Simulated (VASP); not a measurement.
# PtSe2 (Sudovikovite) (P-3m1) in VASP: single point with PBE

Aim: the single point of PtSe2 (Sudovikovite) with PBE.

Everything below comes from runs of VASP 6.6.1. Logs are shortened: lines on timing, memory, paths and dates and some standing lists are left out, and cuts for length are marked.

## Step 1: The cell of the first run

It takes space group P-3m1 (No. 164, trigonal). The conventional cell has a = 3.724 Å, b = 3.724 Å, c = 5.062 Å, α = 90.00°, β = 90.00°, γ = 120.00°. Within 3.3 Å of Pt (site symmetry -3m) lie 6 Se at 2.49 Å. Within 3.3 Å of Se (site symmetry 3m) lie 3 Pt at 2.49 Å.

## Step 2: Single point, PBE

The input, INCAR:

```
SYSTEM = PtSe2
PREC = Accurate
ENCUT = 520
EDIFF = 1E-6
ISMEAR = 1
SIGMA = 0.1
LREAL = .False.
LASPH = .True.
NELM = 80
ALGO = Normal
ISIF = 2
LWAVE = .False.
LCHARG = .True.
GGA = PE
LELF = .True.
LVHAR = .True.
NBANDS = 18
```

The input, KPOINTS:

```
regular mesh
0
Gamma
  7 7 5
  0 0 0
```

The input, POSCAR:

```
PtSe2
1.0
    3.7240000000      0.0000000000      0.0000000000
   -1.8620000000      3.2250786000      0.0000000000
    0.0000000000      0.0000000000      5.0620000000
Pt Se
1 2
Direct
    0.0000000000      0.0000000000      0.0000000000
    0.3333333300      0.6666666700      0.2500000000
    0.6666666700      0.3333333300      0.7500000000
```

Potentials or basis: VASP PAW PBE potentials, release 64 (Pt, Se).

Started as:

```console
cat potpaw_PBE.64/Pt/POTCAR potpaw_PBE.64/Se/POTCAR > POTCAR
mpirun -np 1 vasp_std > vasp.out
```

OUTCAR:

```text
SYSTEM = PtSe2
   PREC = Accurate
   ENCUT = 520
   EDIFF = 1E-6
   ISMEAR = 1
   LREAL = .False.
   LASPH = .True.
   NELM = 80
   ISIF = 2
   GGA = PE

 ion  position               nearest neighbor table
   1  0.000  0.000  0.000-   2 2.49   3 2.49   2 2.49   3 2.49   3 2.49   2 2.49
   2  0.333  0.667  0.250-   1 2.49   1 2.49   1 2.49
   3  0.667  0.333  0.750-   1 2.49   1 2.49   1 2.49

  LATTYP: Found a hexagonal cell.
 ALAT       =     3.7240000000
 C/A-ratio  =     1.3592910849

  Lattice vectors:

 A1 = (   3.7240000000,   0.0000000000,   0.0000000000)
 A2 = (  -1.8620000000,   3.2250786000,   0.0000000000)
 A3 = (   0.0000000000,   0.0000000000,   5.0620000000)

Analysis of symmetry for initial positions (statically):
=====================================================================
 Subroutine PRICEL returns:
 Original cell was already a primitive cell.

 Routine SETGRP: Setting up the symmetry group for a
 hexagonal supercell.

 Subroutine GETGRP returns: Found 12 space group operations
 (whereof 12 operations were pure point group operations)
 out of a pool of 24 trial point group operations.

The static configuration has the point symmetry D_3d.

Analysis of symmetry for dynamics (positions and initial velocities):
=====================================================================
 Subroutine PRICEL returns:
 Original cell was already a primitive cell.

 Routine SETGRP: Setting up the symmetry group for a
 hexagonal supercell.

 Subroutine GETGRP returns: Found 12 space group operations
 (whereof 12 operations were pure point group operations)
 out of a pool of 24 trial point group operations.

The dynamic configuration has the point symmetry D_3d.

 Subroutine INISYM returns: Found 12 space group operations
 (whereof 12 operations are pure point group operations),
 and found     1 'primitive' translations

----------------------------------------------------------------------------------------

                                     Primitive cell

  volume of cell :      60.7956

  direct lattice vectors                    reciprocal lattice vectors
     3.724000000  0.000000000  0.000000000     0.268528464  0.155034981  0.000000000
    -1.862000000  3.225078600  0.000000000     0.000000000  0.310069962  0.000000000
     0.000000000  0.000000000  5.062000000     0.000000000  0.000000000  0.197550375

  length of vectors
     3.724000000  3.723999997  5.062000000     0.310069962  0.310069962  0.197550375

  position of ions in fractional coordinates (direct lattice)
     0.000000000  0.000000000  0.000000000
     0.333333330  0.666666670  0.250000000
     0.666666670  0.333333330  0.750000000

  ion indices of the primitive-cell ions
   primitive index   ion index
                 1           1
                 2           2
                 3           3

----------------------------------------------------------------------------------------

 KPOINTS: regular mesh

Automatic generation of k-mesh.
 Grid dimensions read from file:
 generate k-points for:    7    7    5

 Generating k-lattice:

  Cartesian coordinates                     Fractional coordinates (reciprocal lattice)
     0.038361209  0.022147854  0.000000000     0.142857143  0.000000000  0.000000000
     0.000000000  0.044295709  0.000000000     0.000000000  0.142857143  0.000000000
     0.000000000  0.000000000  0.039510075     0.000000000  0.000000000  0.200000000

  Length of vectors
     0.044295709  0.044295709  0.039510075

  Shift w.r.t. Gamma in fractional coordinates (k-lattice)
     0.000000000  0.000000000  0.000000000

 Subroutine IBZKPT returns following result:
 ===========================================

 Found     32 irreducible k-points:

 Following reciprocal coordinates:
            Coordinates               Weight
  0.000000  0.000000  0.000000      1.000000
  0.142857  0.000000  0.000000      6.000000
  0.285714  0.000000  0.000000      6.000000
  0.428571 -0.000000  0.000000      6.000000
  0.142857  0.142857  0.000000      6.000000
  0.285714  0.142857  0.000000     12.000000
[... 16 lines left out ...]
  0.000000  0.142857  0.400000      6.000000
  0.285714  0.000000  0.400000      6.000000
 [... further k-points ...]
   k-points           NKPTS =     32   k-points in BZ     NKDIM =     32   number of bands    NBANDS=     18
   number of dos      NEDOS =    301   number of ions     NIONS =      3
   total plane-waves  NPLWV =  31360
   dimension x,y,z NGX =    28 NGY =   28 NGZ =   40
   dimension x,y,z NGXF=    56 NGYF=   56 NGZF=   80
   ions per type =               1   2
   NGX,Y,Z   is equivalent  to a cutoff of  12.50, 12.50, 13.14 a.u.
   NGXF,Y,Z  is equivalent  to a cutoff of  25.00, 25.00, 26.27 a.u.
 SYSTEM =  PtSe2
   PREC   = accura    normal or accurate (medium, high low for compatibility)
   ISTART =      0    job   : 0-new  1-cont  2-samecut
   ICHARG =      2    charge: 1-file 2-atom 10-const
   ISPIN  =      1    spin polarized calculation?
   LNONCOLLINEAR =      F non collinear calculations
   LSORBIT =      F    spin-orbit coupling
   LASPH  =      T    aspherical Exc in radial PAW
   ENCUT  =  520.0 eV  38.22 Ry    6.18 a.u.   6.92  6.92  9.41*2*pi/ulx,y,z
   NELM   =     80;   NELMIN=  2; NELMDL= -5     # of ELM steps
   EDIFF  = 0.1E-05   stopping-criterion for ELM
   LREAL  =      F    real-space projection
   EDIFFG = 0.1E-04   stopping-criterion for IOM
   NSW    =      0    number of steps for IOM
   IBRION =     -1    ionic relax: 0-MD 1-quasi-New 2-CG
   NFREE  =      0    steps in history (QN), initial steepest desc. (CG)
   ISIF   =      2    stress and relaxation
   ISYM   =      2    0-nonsym 1-usesym 2-fastsym
   POTIM  = 0.5000    time-step for ionic-motion
   TEBEG  =    0.0;   TEEND  =   0.0 temperature during run
   PSTRESS=    0.0 pullay stress
   NELECT =      22.0000    total number of electrons
   NUPDOWN=      -1.0000    fix difference up-down
   EMIN   =  10.00;   EMAX   =-10.00  energy-range for DOS
   EFERMI =   0.00;   METHOD = LEGACY
   ISMEAR =     1;   SIGMA  =   0.10  broadening in eV -4-tet -1-fermi 0-gaus
   EFERMI_NEDOS =   21; number of points for ismear=-14 and -15
   IALGO  =     38    algorithm
   IMIX   =      4    mixing-type and parameters
     AMIX     =   0.40;   BMIX     =  1.00
     AMIX_MAG =   1.60;   BMIX_MAG =  1.00
  volume/ion in A,a.u.               =      20.27       136.76
  Fermi-wavevector in a.u.,A,eV,Ry     =   1.166608  2.204570 18.517184  1.360975
  Thomas-Fermi vector in A             =   2.303119
   LORBIT       =      0    0 simple, 1 ext, 2 COOP (PROOUT), +10 PAW based schemes
   GGA     = PE    functional components
   LHFCALC =     F    Hartree Fock is set to
   AEXX    =    0.0000 exact exchange contribution
   IVDW    =     0    specifies the selected vdW correction
   LEPSILON=     F    determine dielectric tensor
   LRPA    =     F    only Hartree local field effects (RPA)
 non-spin polarized calculation
 Methfessel and Paxton  Order N= 1 SIGMA  =   0.10
  energy-cutoff  :      520.00
  volume of cell :       60.80
 maximum number of plane-waves:      1645
   NGX = 13   NGY = 13   NGZ = 19

 number of electron      21.9999999 magnetization

 Free energy of the ion-electron system (eV)
  ---------------------------------------------------
  ext. energy  EPLUGINS =         0.00000000
  ---------------------------------------------------
  free energy    TOTEN  =       -14.18542273 eV

  energy without entropy =      -14.18382595  energy(sigma->0) =      -14.18489047

 E-fermi :   6.5920     XC(G=0): -10.6338

 val. band max:        6.2752599340   @ k =   0.1429   0.0000   0.0000
 cond. band min:       6.6154884210   @ k =   0.2857   0.2857   0.0000
 fundamental gap:      0.3402284870
 Fermi energy:         6.5920407454

 k-point     1 :       0.0000    0.0000    0.0000
  band No.  band energies     occupation
      1      -9.1825      2.00000
      2      -6.3586      2.00000
      3      -0.6665      2.00000
      4       0.0427      2.00000
      5       0.0427      2.00000
      6       2.5068      2.00000
[... 10 lines left out ...]
     17      13.8146      0.00000
     18      18.3470      0.00000

 k-point     2 :       0.1429    0.0000    0.0000
  band No.  band energies     occupation
      1      -8.9558      2.00000
      2      -6.4594      2.00000
      3      -0.4001      2.00000
      4       0.1872      2.00000
      5       0.2074      2.00000
      6       2.1653      2.00000
[... 10 lines left out ...]
     17      14.5058      0.00000
     18      16.0111      0.00000

 k-point     3 :       0.2857    0.0000    0.0000
  band No.  band energies     occupation
      1      -8.3485      2.00000
      2      -6.7078      2.00000
      3       0.1179      2.00000
      4       0.5073      2.00000
      5       0.6794      2.00000
      6       1.0836      2.00000
[... 10 lines left out ...]
     17      14.6914      0.00000
     18      14.8538      0.00000

 k-point     4 :       0.4286   -0.0000    0.0000
  band No.  band energies     occupation
      1      -7.6083      2.00000
      2      -7.0513      2.00000
      3      -0.6379      2.00000
      4       0.6975      2.00000
      5       1.0859      2.00000
      6       1.9231      2.00000
[... 375 lines left out ...]
      4       0.2405      2.00000
      5       1.0498      2.00000
      6       2.1307      2.00000
[... 10 lines left out ...]
     17      13.9607      0.00000
     18      14.8868      0.00000

 k-point    23 :       0.0000    0.1429    0.4000
  band No.  band energies     occupation
      1      -8.4858      2.00000
      2      -7.2924      2.00000
      3      -0.1315      2.00000
      4       0.1993      2.00000
      5       1.0272      2.00000
      6       2.0610      2.00000
[... 10 lines left out ...]
     17      14.4529      0.00000
     18      14.6643      0.00000

 k-point    24 :       0.2857    0.0000    0.4000
  band No.  band energies     occupation
      1      -7.8958      2.00000
      2      -7.2973      2.00000
      3      -0.2244      2.00000
      4       0.4938      2.00000
      5       0.5387      2.00000
      6       1.8631      2.00000
[... 10 lines left out ...]
     17      15.3357      0.00000
     18      15.6325      0.00000

 [... further k-points ...]
[... 5 lines left out ...]
  --------------------------------------------------------------------------------------
  -------------------------------------------------------------------------------------
  Total        3.0053071      3.0053071      2.3061622      0.0000000      0.0000000      0.0000000
  in kB       79.2003906     79.2003904     60.7754682      0.0000000      0.0000000      0.0000000
  external PRESSURE =      73.0587497 kB  Pullay stress =       0.0000000 kB

 VOLUME and BASIS-vectors are now :
 -----------------------------------------------------------------------------
  energy-cutoff  :      520.00
  volume of cell :       60.80
      direct lattice vectors                 reciprocal lattice vectors
     3.724000000  0.000000000  0.000000000     0.268528464  0.155034981  0.000000000
    -1.862000000  3.225078600  0.000000000     0.000000000  0.310069962  0.000000000
     0.000000000  0.000000000  5.062000000     0.000000000  0.000000000  0.197550375

 POSITION                                       TOTAL-FORCE (eV/Angst)
 -----------------------------------------------------------------------------------
      0.00000      0.00000      0.00000         0.000000      0.000000      0.000000
     -0.00000      2.15005      1.26550         0.000000     -0.000000      0.617252
      1.86200      1.07503      3.79650        -0.000000      0.000000     -0.617252
 -----------------------------------------------------------------------------------
    total drift:                                0.000000      0.000000      0.000000

  FREE ENERGIE OF THE ION-ELECTRON SYSTEM (eV)
  ---------------------------------------------------
  free  energy   TOTEN  =       -14.1854227311 eV

  energy  without entropy=      -14.1838259501  energy(sigma->0) =      -14.18489047
```

Run time: 51 s. Hardware: 1 thread of Intel Xeon Platinum 8259CL at 2.50GHz (Skylake/Cascade Lake), shared host; peak memory 0.19 GiB.

What came out:

| Property | Result |
| --- | --- |
| Free energy | -14.1854 eV |
| Pressure | 7.3 GPa |
| Largest force | 0.617 eV/Å |
| Band gap on the k mesh | zero (band 11 reaches 6.94 eV, above the bottom of band 12 at 6.62 eV) |

Forces in eV/Å, atoms in the order of the input:
```
Pt   0.000  0.000  0.000
Se   0.000  0.000  0.617
Se   0.000  0.000 -0.617
```

Caveat: spin-orbit coupling is left out, which moves the levels of the heavy elements.
